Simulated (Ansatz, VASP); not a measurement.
# Two plane-wave programs on InP

INCAR

```
SYSTEM = InP
ALGO = Normal ; DIPOL = 0.5 0.5 0.436
EDIFF = 1E-6 ; ENCUT = 400
GGA = PE ; GGA_COMPAT = .False.
IDIPOL = 3 ; ISIF = 2
ISMEAR = 0 ; IVDW = 12
LASPH = .True. ; LCHARG = .False.
LDIPOL = .True. ; LREAL = .False.
LWAVE = .False. ; NBANDS = 66
NELM = 120 ; NELMDL = -8
PREC = Accurate ; SIGMA = 0.05
```

File KPOINTS:

```
k-points
0
Gamma
  2 3 1
  0 0 0
```

POSCAR

```
InP
1.0
    8.3347933232      0.0000000000      0.0000000000
    0.0000000000      5.8935888786      0.0000000000
    0.0000000000      0.0000000000     23.0756966616
In P
6 6
Direct
    0.2500000000      0.5000000000      0.3466850911
    0.7500000000      0.5000000000      0.3466850911
    0.5079544404      0.0719531993      0.4477815003
   -0.0025965855      0.0317525493      0.4425966434
    0.7269764688      0.5486751757      0.5219573307
    0.2763947847      0.5071615190      0.5078028828
    0.5000000000      0.2500000000      0.3466850911
    0.0000000000      0.2500000000      0.3466850911
    0.7445000558      0.7971793275      0.4289105550
    0.2591785496      0.8090265020      0.4298783734
    0.0003823772      0.3238868911      0.5256765196
    0.5019645436      0.2739685905      0.5466212478
```

Input for Ansatz:

```yaml
crystal:
  lattice:
    - [8.3347933232, 0.0, 0.0]
    - [0.0, 5.8935888786, 0.0]
    - [0.0, 0.0, 23.0756966616]
  atoms:
    - { symbol: In, position: [0.25, 0.5, 0.3466850911] }
    - { symbol: In, position: [0.75, 0.5, 0.3466850911] }
    - { symbol: P, position: [0.5, 0.25, 0.3466850911] }
    - { symbol: P, position: [0.0, 0.25, 0.3466850911] }
    - { symbol: In, position: [0.5079544404, 0.0719531993, 0.4477815003] }
    - { symbol: In, position: [-0.0025965855, 0.0317525493, 0.4425966434] }
    - { symbol: P, position: [0.7445000558, 0.7971793275, 0.428910555] }
    - { symbol: P, position: [0.2591785496, 0.809026502, 0.4298783734] }
    - { symbol: In, position: [0.7269764688, 0.5486751757, 0.5219573307] }
    - { symbol: In, position: [0.2763947847, 0.507161519, 0.5078028828] }
    - { symbol: P, position: [0.0003823772, 0.3238868911, 0.5256765196] }
    - { symbol: P, position: [0.5019645436, 0.2739685905, 0.5466212478] }
basis:
  ecutwfc: 420
kpoints:
  mp_grid: { grid: [2, 3, 1] }
hamiltonian:
  xc: pbe
  dispersion: d3bj
scf:
  occupations: { method: gaussian, width: 0.05 }
output:
  forces: true
  eigenvalues: true
  write_density: true
  volumetric_format: npy
efield:
  axis: 3
  dipole_correction: true
  ramp_width: 0.04
```

Alike in both runs: task single point; functional PBE; dispersion D3(BJ); k mesh 2 × 3 × 1; occupations gaussian, width 0.05 eV; no spin polarisation.

```csv
,VASP,Ansatz
version,VASP 6.6.1,Ansatz 0.2.0
potentials or method,"VASP PAW PBE potentials, release 64 (In_d, P), cutoff 400 eV","scalar-relativistic, plane waves, PAW"
valence electrons in the cell,108,108
```

Ansatz gave:

```
gap on the k mesh at the Fermi level (eV) : 0.17
least direct gap on the mesh (eV)         : 0.24
rms of the force components (eV/Å)        : 0.540
```

Q: What did VASP give for the same quantities?

A: gap on the k mesh at the Fermi level (eV): 0.17; least direct gap on the mesh (eV): 0.23; rms of the force components (eV/Å): 0.543.
